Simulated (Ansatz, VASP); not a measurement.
# Two plane-wave programs on Si3O2

Contents of INCAR:

```
PREC = Accurate ; ENCUT = 910
EDIFF = 1E-7 ; ISMEAR = 0
SIGMA = 0.1 ; LREAL = F
LASPH = T ; NELM = 120
ALGO = Normal ; ISIF = 3
LWAVE = F ; LCHARG = F
GGA = PE ; IBRION = 2
NSW = 90 ; EDIFFG = -0.04
GGA_COMPAT = F ; NELMIN = 4
```

Contents of KPOINTS:

```
regular mesh
0
Gamma
  4 4 6
```

Contents of POSCAR:

```
Si3O2
1.0
    4.5012169400      0.0000000000      0.0000000000
    0.0000000000      4.5012169400      0.0000000000
    0.0000000000      0.0000000000      3.3357033900
Si O
3 2
Direct
    0.5000000000      0.5000000000      0.4793932500
    0.5000000000      0.5000000000      0.9783680900
    0.0000000000      0.0000000000      0.5312098000
    0.5000000000      0.0000000000      0.4168319800
    0.0000000000      0.5000000000      0.4168319800
```

Input for Ansatz:

```yaml
crystal:
  lattice:
    - [4.50121694, 0.0, 0.0]
    - [0.0, 4.50121694, 0.0]
    - [0.0, 0.0, 3.33570339]
  atoms:
    - { symbol: Si, position: [0.5, 0.5, 0.47939325] }
    - { symbol: Si, position: [0.5, 0.5, 0.97836809] }
    - { symbol: Si, position: [0.0, 0.0, 0.5312098] }
    - { symbol: O, position: [0.5, 0.0, 0.41683198] }
    - { symbol: O, position: [0.0, 0.5, 0.41683198] }
basis:
  ecutwfc: 420
kpoints:
  mp_grid: { grid: [4, 4, 6] }
hamiltonian:
  xc: pbe
scf:
  occupations: { method: gaussian, width: 0.1 }
  lower_state_search: "off"
output:
  forces: true
  stress: true
  eigenvalues: true
relax:
  adjacent_minimum: "off"
  f_tol: 0.04
  max_steps: 70
  cell: { stress_tol: 0.4 }
```

Alike in both runs: task relaxation of cell and atoms; functional PBE; k mesh 4 × 4 × 6; occupations gaussian, width 0.1 eV; no spin polarisation.

```csv
,VASP,Ansatz
version,VASP 6.6.1,Ansatz 0.2.0
potentials or method,"VASP PAW PBE potentials, release 64 (Si, O_h), cutoff 910 eV","scalar-relativistic, plane waves, PAW"
valence electrons in the cell,24,24
```

Ansatz gave:

- gap on the k mesh at the Fermi level, each at its own relaxed structure (eV): none
- relaxed volume (Å³/atom): 12.45
- relaxed cell length with the largest relative difference (Å): 5.455

Question: Which values does VASP return?

Answer: gap on the k mesh at the Fermi level, each at its own relaxed structure (eV): none; relaxed volume (Å³/atom): 11.50; relaxed cell length with the largest relative difference (Å): 4.854.

A gap of «none» marks a metal or a gap that the smearing closes. One of these differences is far larger than is usual between the two programs; its cause wasn't traced.

Noted on VASP's run: the cutoff is short for stress, so the pressure is rough.
